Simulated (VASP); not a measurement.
Input of a VASP 6.6.1 run:

File INCAR:

```
PREC = Accurate
ENCUT = 520
EDIFF = 1E-7
ISMEAR = -1
SIGMA = 0.02
LREAL = F
LASPH = T
NELM = 60
ALGO = Normal
ISIF = 2
LWAVE = F
LCHARG = F
GGA = PE
NBANDS = 16
```

KPOINTS

```
regular mesh
0
Gamma
  8 8 8
```

Contents of POSCAR:

```
GaP
1.0
    0.0000000000      2.5923998101      2.5923998101
    2.5923998101      0.0000000000      2.5923998101
    2.5923998101      2.5923998101      0.0000000000
Ga P
1 1
Direct
    0.0000000000      0.0000000000      0.0000000000
    0.2500000000      0.2500000000      0.2500000000
```

Potentials or basis: VASP PAW PBE potentials, release 64 (Ga_d, P).

The run is started by

```sh
$ cat potpaw_PBE.64/Ga_d/POTCAR potpaw_PBE.64/P/POTCAR > POTCAR
$ mpirun -np 1 vasp_std > vasp.out
```

(1) Estimate the band gap on the k mesh.

(2) Estimate the pressure.

Results:

(1) 1.30 eV, indirect (least direct gap 3.11 eV).

(2) 20.5 GPa.

Caveat: the cell differs from its parent crystal (strain -4.9%).
